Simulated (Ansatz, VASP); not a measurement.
Two plane-wave programs on Pd

INCAR

```
SYSTEM = Pd
PREC = Accurate
ENCUT = 400
EDIFF = 1E-6
ISMEAR = -1
SIGMA = 0.05
LREAL = .False.
LASPH = .True.
NELM = 120
ALGO = Normal
ISIF = 2
LWAVE = .False.
LCHARG = .False.
NBANDS = 33
GGA_COMPAT = .False.
NELMDL = -8
```

File KPOINTS:

```
regular mesh
0
Gamma
  13 13 1
  0 0 0
```

The input POSCAR:

```
Pd
1.0
    2.7154616614      0.0000000000      0.0000000000
    0.0000000000      2.7154616614      0.0000000000
    0.0000000000      0.0000000000     23.6805000000
Pd
5
Direct
    0.0000000000      0.0000000000      0.3396818233
    0.5000000000      0.5000000000      0.4192899297
    0.0000000000      0.0000000000      0.5000000000
    0.5000000000      0.5000000000      0.5807100697
    0.0000000000      0.0000000000      0.6603181772
```

Input for Ansatz:

```yaml
crystal:
  lattice:
    - [2.7154616614, 0.0, 0.0]
    - [0.0, 2.7154616614, 0.0]
    - [0.0, 0.0, 23.6805]
  atoms:
    - { symbol: Pd, position: [0.0, 0.0, 0.3396818233] }
    - { symbol: Pd, position: [0.5, 0.5, 0.4192899297] }
    - { symbol: Pd, position: [0.0, 0.0, 0.5] }
    - { symbol: Pd, position: [0.5, 0.5, 0.5807100697] }
    - { symbol: Pd, position: [0.0, 0.0, 0.6603181772] }
kpoints:
  mp_grid: { grid: [13, 13, 1] }
scf:
  occupations: { method: fermi_dirac, width: 0.05 }
hamiltonian:
  xc: lda
  pseudopotentials: { kind: paw }
output:
  forces: true
  stress: true
  eigenvalues: true
  core_levels:
    shells: { Pd: ["3d"] }
    counted_from: fermi_level
    add_spin: false
```

Alike in both runs: task single point; functional LDA; k mesh 13 × 13 × 1; occupations fermi-dirac, width 0.05 eV; no spin polarisation.

|  | VASP | Ansatz |
| --- | --- | --- |
| version | VASP 6.6.1 | Ansatz 0.2.0 |
| potentials or method | VASP PAW LDA potentials, release 64 (Pd) | PAW with Ansatz's default frozen-core files, scalar-relativistic |
| plane-wave cutoff (eV) | 400 | 420 |
| valence electrons in the cell | 50 | 90 |

|  | VASP | Ansatz | Ansatz less VASP |
| --- | --- | --- | --- |
| rms of the force components (eV/Å) | 0.006 | 0.001 | -0.0051 |

LDA's correlation is that of Perdew and Zunger in VASP and of Perdew and Wang (1992) in Ansatz. Atom by atom the forces differ by 0.005 eV/Å (rms over components). VASP's potentials hold 50 valence electrons a cell and Ansatz's 90, so a difference there can come from the potentials and not from the codes.
